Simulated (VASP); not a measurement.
# Zn3As (P4/mmm) in VASP: notebook

Runs on Zn3As. Level: PBE. Tasks: single point.

All numbers are computed with VASP 6.6.1; they aren't measurements. Logs are shortened: lines on timing, memory, paths and dates and some standing lists are left out, and cuts for length are marked.

## (1) The cell of the first run

Symmetry: P4/mmm, No. 123, tetragonal system. The conventional cell has a = 4.066 Å, b = 4.066 Å, c = 4.048 Å, α = 90.00°, β = 90.00°, γ = 90.00°. Within 3.8 Å of Zn (site symmetry mmm) lie 8 Zn at 2.87 Å and 4 As at 2.87 Å. Zn (site symmetry 4/mmm) has 8 Zn at 2.87 Å and 4 As at 2.87 Å within 3.8 Å. As (site symmetry 4/mmm) has 12 Zn at 2.87 Å within 3.8 Å.

## (2) Single point, PBE

File INCAR:

```
  ALGO = Normal
  EDIFF = 1E-7
  ENCUT = 520
  GGA = PE
  ISIF = 2
  ISMEAR = 0
  LASPH = True
  LCHARG = False
  LREAL = False
  LWAVE = False
  NBANDS = 28
  NELM = 80
  PREC = Accurate
  SIGMA = 0.1
```

File KPOINTS:

```
k-points
0
Gamma
  4 4 4
```

File POSCAR:

```
Zn3As
1.0
    4.0655437187      0.0000000000      0.0000000000
    0.0000000000      4.0655437187      0.0000000000
    0.0000000000      0.0000000000      4.0478866751
Zn As
3 1
Direct
    0.0000000000      0.5000000000      0.5000000000
    0.5000000000      0.0000000000      0.5000000000
    0.5000000000      0.5000000000      0.0000000000
    0.0000000000      0.0000000000      0.0000000000
```

Potentials or basis: VASP PAW PBE potentials, release 64 (Zn, As).

The run is started by

```sh
$ cat potpaw_PBE.64/Zn/POTCAR potpaw_PBE.64/As/POTCAR > POTCAR
$ mpirun -np 1 vasp_std > vasp.out
```

OUTCAR:

```text
EDIFF = 1E-7
   ENCUT = 520
   GGA = PE
   ISIF = 2
   ISMEAR = 0
   LASPH = True
   LREAL = False
   NELM = 80
   PREC = Accurate

 ion  position               nearest neighbor table
   1  0.000  0.500  0.500-   3 2.87   4 2.87   3 2.87   4 2.87   4 2.87   4 2.87   3 2.87   3 2.87
                             2 2.87   2 2.87   2 2.87   2 2.87
   2  0.500  0.000  0.500-   3 2.87   4 2.87   3 2.87   4 2.87   3 2.87   3 2.87   4 2.87   4 2.87
                             1 2.87   1 2.87   1 2.87   1 2.87
   3  0.500  0.500  0.000-   1 2.87   2 2.87   1 2.87   2 2.87   2 2.87   2 2.87   1 2.87   1 2.87
                             4 2.87   4 2.87   4 2.87   4 2.87
   4  0.000  0.000  0.000-   1 2.87   2 2.87   1 2.87   2 2.87   1 2.87   1 2.87   2 2.87   2 2.87
                             3 2.87   3 2.87   3 2.87   3 2.87

  LATTYP: Found a simple tetragonal cell.
 ALAT       =     4.0655437187
 C/A-ratio  =     0.9956569048

  Lattice vectors:

 A1 = (   4.0655437187,   0.0000000000,   0.0000000000)
 A2 = (   0.0000000000,   4.0655437187,   0.0000000000)
 A3 = (   0.0000000000,   0.0000000000,   4.0478866751)

Analysis of symmetry for initial positions (statically):
=====================================================================
 Subroutine PRICEL returns:
 Original cell was already a primitive cell.

 Routine SETGRP: Setting up the symmetry group for a
 simple tetragonal supercell.

 Subroutine GETGRP returns: Found 16 space group operations
 (whereof 16 operations were pure point group operations)
 out of a pool of 16 trial point group operations.

The static configuration has the point symmetry D_4h.

Analysis of symmetry for dynamics (positions and initial velocities):
=====================================================================
 Subroutine PRICEL returns:
 Original cell was already a primitive cell.

 Routine SETGRP: Setting up the symmetry group for a
 simple tetragonal supercell.

 Subroutine GETGRP returns: Found 16 space group operations
 (whereof 16 operations were pure point group operations)
 out of a pool of 16 trial point group operations.

The dynamic configuration has the point symmetry D_4h.

 Subroutine INISYM returns: Found 16 space group operations
 (whereof 16 operations are pure point group operations),
 and found     1 'primitive' translations

----------------------------------------------------------------------------------------

                                     Primitive cell

  volume of cell :      66.9061

  direct lattice vectors                    reciprocal lattice vectors
     4.065543719  0.000000000  0.000000000     0.245969560  0.000000000  0.000000000
     0.000000000  4.065543719  0.000000000     0.000000000  0.245969560  0.000000000
     0.000000000  0.000000000  4.047886675     0.000000000  0.000000000  0.247042489

  length of vectors
     4.065543719  4.065543719  4.047886675     0.245969560  0.245969560  0.247042489

  position of ions in fractional coordinates (direct lattice)
     0.000000000  0.500000000  0.500000000
     0.500000000  0.000000000  0.500000000
     0.500000000  0.500000000  0.000000000
     0.000000000  0.000000000  0.000000000

  ion indices of the primitive-cell ions
   primitive index   ion index
                 1           1
                 2           2
                 3           3
                 4           4

----------------------------------------------------------------------------------------

 KPOINTS: k-points

Automatic generation of k-mesh.
 Grid dimensions read from file:
 generate k-points for:    4    4    4

 Generating k-lattice:

  Cartesian coordinates                     Fractional coordinates (reciprocal lattice)
     0.061492390  0.000000000  0.000000000     0.250000000  0.000000000  0.000000000
     0.000000000  0.061492390  0.000000000     0.000000000  0.250000000  0.000000000
     0.000000000  0.000000000  0.061760622     0.000000000  0.000000000  0.250000000

  Length of vectors
     0.061492390  0.061492390  0.061760622

  Shift w.r.t. Gamma in fractional coordinates (k-lattice)
     0.000000000  0.000000000  0.000000000

 Subroutine IBZKPT returns following result:
 ===========================================

 Found     18 irreducible k-points:

 Following reciprocal coordinates:
            Coordinates               Weight
  0.000000  0.000000  0.000000      1.000000
  0.250000  0.000000  0.000000      4.000000
  0.500000  0.000000  0.000000      2.000000
  0.250000  0.250000  0.000000      4.000000
  0.500000  0.250000  0.000000      4.000000
  0.500000  0.500000  0.000000      1.000000
[... 10 lines left out ...]
  0.500000  0.250000  0.500000      4.000000
  0.500000  0.500000  0.500000      1.000000
   k-points           NKPTS =     18   k-points in BZ     NKDIM =     18   number of bands    NBANDS=     28
   number of dos      NEDOS =    301   number of ions     NIONS =      4
   total plane-waves  NPLWV =  27000
   dimension x,y,z NGX =    30 NGY =   30 NGZ =   30
   dimension x,y,z NGXF=    60 NGYF=   60 NGZF=   60
   ions per type =               3   1
   NGX,Y,Z   is equivalent  to a cutoff of  12.27, 12.27, 12.32 a.u.
   NGXF,Y,Z  is equivalent  to a cutoff of  24.53, 24.53, 24.64 a.u.
 SYSTEM =  unknown system
   PREC   = accura    normal or accurate (medium, high low for compatibility)
   ISTART =      0    job   : 0-new  1-cont  2-samecut
   ICHARG =      2    charge: 1-file 2-atom 10-const
   ISPIN  =      1    spin polarized calculation?
   LNONCOLLINEAR =      F non collinear calculations
   LSORBIT =      F    spin-orbit coupling
   LASPH  =      T    aspherical Exc in radial PAW
   ENCUT  =  520.0 eV  38.22 Ry    6.18 a.u.   7.56  7.56  7.53*2*pi/ulx,y,z
   NELM   =     80;   NELMIN=  2; NELMDL= -5     # of ELM steps
   EDIFF  = 0.1E-06   stopping-criterion for ELM
   LREAL  =      F    real-space projection
   EDIFFG = 0.1E-05   stopping-criterion for IOM
   NSW    =      0    number of steps for IOM
   IBRION =     -1    ionic relax: 0-MD 1-quasi-New 2-CG
   NFREE  =      0    steps in history (QN), initial steepest desc. (CG)
   ISIF   =      2    stress and relaxation
   ISYM   =      2    0-nonsym 1-usesym 2-fastsym
   POTIM  = 0.5000    time-step for ionic-motion
   TEBEG  =    0.0;   TEEND  =   0.0 temperature during run
   PSTRESS=    0.0 pullay stress
   NELECT =      41.0000    total number of electrons
   NUPDOWN=      -1.0000    fix difference up-down
   EMIN   =  10.00;   EMAX   =-10.00  energy-range for DOS
   EFERMI =   0.00;   METHOD = LEGACY
   ISMEAR =     0;   SIGMA  =   0.10  broadening in eV -4-tet -1-fermi 0-gaus
   EFERMI_NEDOS =   21; number of points for ismear=-14 and -15
   IALGO  =     38    algorithm
   IMIX   =      4    mixing-type and parameters
     AMIX     =   0.40;   BMIX     =  1.00
     AMIX_MAG =   1.60;   BMIX_MAG =  1.00
  volume/ion in A,a.u.               =      16.73       112.88
  Fermi-wavevector in a.u.,A,eV,Ry     =   1.390532  2.627724 26.307933  1.933579
  Thomas-Fermi vector in A             =   2.514458
   LORBIT       =      0    0 simple, 1 ext, 2 COOP (PROOUT), +10 PAW based schemes
   GGA     = PE    functional components
   LHFCALC =     F    Hartree Fock is set to
   AEXX    =    0.0000 exact exchange contribution
   IVDW    =     0    specifies the selected vdW correction
   LEPSILON=     F    determine dielectric tensor
   LRPA    =     F    only Hartree local field effects (RPA)
 non-spin polarized calculation
 Gauss-broadening in eV      SIGMA  =   0.10
  energy-cutoff  :      520.00
  volume of cell :       66.91
 maximum number of plane-waves:      1848
   NGX = 15   NGY = 15   NGZ = 15

 number of electron      41.0000034 magnetization

 Free energy of the ion-electron system (eV)
  ---------------------------------------------------
  ext. energy  EPLUGINS =         0.00000000
  ---------------------------------------------------
  free energy    TOTEN  =        -7.49367174 eV

  energy without entropy =       -7.48093242  energy(sigma->0) =       -7.48730208

 E-fermi :   3.7264     XC(G=0): -11.1390

 val. band max:        3.6924225374   @ k =   0.5000   0.5000   0.0000
 cond. band min:       3.7270827954   @ k =   0.2500   0.2500   0.0000
 fundamental gap:      0.0346602581
 Fermi energy:         3.7263656500

 k-point     1 :       0.0000    0.0000    0.0000
  band No.  band energies     occupation
      1      -8.8320      2.00000
      2      -4.2732      2.00000
      3      -3.9381      2.00000
      4      -3.9381      2.00000
      5      -3.9366      2.00000
      6      -3.8503      2.00000
[... 20 lines left out ...]
     27      11.4034      0.00000
     28      11.4248      0.00000

 k-point     2 :       0.2500    0.0000    0.0000
  band No.  band energies     occupation
      1      -8.4459      2.00000
      2      -4.1615      2.00000
      3      -3.9219      2.00000
      4      -3.9015      2.00000
      5      -3.8702      2.00000
      6      -3.8699      2.00000
[... 20 lines left out ...]
     27      10.8169      0.00000
     28      10.8277      0.00000

 k-point     3 :       0.5000    0.0000    0.0000
  band No.  band energies     occupation
      1      -7.8977      2.00000
      2      -4.5500      2.00000
      3      -3.8978      2.00000
      4      -3.8586      2.00000
      5      -3.7667      2.00000
      6      -3.7642      2.00000
[... 20 lines left out ...]
     27      11.7731      0.00000
     28      12.5818      0.00000

 k-point     4 :       0.2500    0.2500    0.0000
  band No.  band energies     occupation
      1      -8.0983      2.00000
      2      -4.0689      2.00000
      3      -3.8919      2.00000
      4      -3.8501      2.00000
      5      -3.8217      2.00000
      6      -3.7638      2.00000
[... 392 lines left out ...]
     27      11.4848      0.00000
     28      13.3586      0.00000

 k-point    17 :       0.5000    0.2500    0.5000
  band No.  band energies     occupation
      1      -7.2043      2.00000
      2      -3.9360      2.00000
      3      -3.9359      2.00000
      4      -3.8707      2.00000
      5      -3.6181      2.00000
      6      -3.6156      2.00000
[... 20 lines left out ...]
     27      13.6065      0.00000
     28      14.4309      0.00000

 k-point    18 :       0.5000    0.5000    0.5000
  band No.  band energies     occupation
      1      -7.1183      2.00000
      2      -3.9781      2.00000
      3      -3.9781      2.00000
      4      -3.9770      2.00000
      5      -3.6120      2.00000
      6      -3.6064      2.00000
[... 20 lines left out ...]
     27      17.4567      0.00000
     28      17.5515      0.00000

------------------------ aborting loop because EDIFF is reached ----------------------------------------

  FORCE on cell =-STRESS in cart. coord.  units (eV):
  Direction    XX          YY          ZZ          XY          YZ          ZX
  --------------------------------------------------------------------------------------
  -------------------------------------------------------------------------------------
  Total        0.0899761      0.0899761      0.1890428      0.0000000     -0.0000000      0.0000000
  in kB        2.1546261      2.1546261      4.5269445      0.0000000     -0.0000000      0.0000000
  external PRESSURE =       2.9453989 kB  Pullay stress =       0.0000000 kB

 VOLUME and BASIS-vectors are now :
 -----------------------------------------------------------------------------
  energy-cutoff  :      520.00
  volume of cell :       66.91
      direct lattice vectors                 reciprocal lattice vectors
     4.065543719  0.000000000  0.000000000     0.245969560  0.000000000  0.000000000
     0.000000000  4.065543719  0.000000000     0.000000000  0.245969560  0.000000000
     0.000000000  0.000000000  4.047886675     0.000000000  0.000000000  0.247042489

 POSITION                                       TOTAL-FORCE (eV/Angst)
 -----------------------------------------------------------------------------------
      0.00000      2.03277      2.02394         0.000000      0.000000      0.000000
      2.03277      0.00000      2.02394         0.000000      0.000000      0.000000
      2.03277      2.03277      0.00000         0.000000      0.000000      0.000000
      0.00000      0.00000      0.00000         0.000000      0.000000      0.000000
 -----------------------------------------------------------------------------------
    total drift:                                0.000000      0.000000     -0.000000

  FREE ENERGIE OF THE ION-ELECTRON SYSTEM (eV)
  ---------------------------------------------------
  free  energy   TOTEN  =        -7.4936717420 eV

  energy  without entropy=       -7.4809324236  energy(sigma->0) =       -7.48730208
```

Run time: 25 s. Hardware: 1 thread of AMD EPYC 7R43 (Zen 3), shared host; peak memory 0.14 GiB.

What came out:

```
Free energy : -7.4937 eV
Pressure    : 0.3 GPa
```

Levels at points of the mesh, in eV from the Fermi level:
```tsv
k point	band 16	band 17	band 18	band 19	band 20	band 21	band 22	band 23	band 24	band 25
(0.00, 0.00, 0.00)	-6.71	-3.89	-2.87	-2.87	-2.82	0.66	0.73	4.71	4.71	4.73
(0.50, 0.00, 0.00)	-6.90	-6.71	-1.88	-1.17	-1.12	1.53	1.55	1.62	2.44	2.73
(0.50, 0.50, 0.00)	-6.89	-5.33	-5.33	-4.96	-0.03	1.56	3.19	3.19	3.85	3.85
(0.00, 0.00, 0.50)	-6.90	-6.71	-1.90	-1.14	-1.14	1.51	1.57	1.57	2.40	2.71
(0.50, 0.00, 0.50)	-6.89	-5.32	-5.31	-4.94	-0.06	1.51	3.13	3.14	3.80	3.81
(0.50, 0.50, 0.50)	-6.54	-4.58	-4.57	-4.57	-2.55	-2.06	-2.06	-2.05	8.56	8.56
```

Caveat: the k points lie up to 0.39 Å⁻¹ apart.

(Continued in part 2 of 2.)
